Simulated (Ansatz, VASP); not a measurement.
**One calculation of HfO2, two programs**

```xyz
12
Lattice="5.2859 0.0000 0.0000 0.0000 5.0676 0.0000 0.0000 0.0000 5.0943" Properties=species:S:1:pos:R:3 pbc="T T T"
Hf    2.8173    1.3529    1.2295
Hf    5.1116    1.3529    3.7767
Hf    0.1743    3.7146    1.2295
Hf    2.4687    3.7146    3.7767
O     4.5826    0.3545    1.9372
O     3.3463    0.3545    4.4844
O     1.2299    2.3349    2.5032
O     1.4130    2.3349    5.0504
O     4.0560    2.7327    5.0504
O     3.8729    2.7327    2.5032
O     1.9397    4.7130    1.9372
O     0.7033    4.7130    4.4844
```

Alike in both runs: functional PBE; k mesh 4 × 4 × 4; occupations gaussian, width 0.1 eV; no spin polarisation.

Ansatz relaxed the structure, and its values are those at the end. VASP's run is a single point on that final structure, the one shown.

```csv
,VASP,Ansatz
version,VASP 6.6.1,Ansatz 0.2.0
potentials or method,"VASP PAW PBE potentials, release 64 (Hf_pv, O), cutoff 520 eV","scalar-relativistic, plane waves, PAW"
valence electrons in the cell,88,152
```

Ansatz gave:

| Quantity | Value |
| --- | --- |
| gap on the k mesh at the Fermi level (eV) | 4.39 |
| least direct gap on the mesh (eV) | 4.58 |
| pressure (GPa) | 0.2 |
| rms of the force components (eV/Å) | 0.018 |

Task: What did VASP give for the same quantities?

Result: gap on the k mesh at the Fermi level (eV): 4.34; least direct gap on the mesh (eV): 4.54; pressure (GPa): -2.9; rms of the force components (eV/Å): 0.038.

The functional is the same, so the differences come from potentials, cutoffs and numerics. VASP's potentials hold 88 valence electrons a cell and Ansatz's 152, so a difference there can come from the potentials and not from the codes.

Spin-orbit coupling is off throughout.
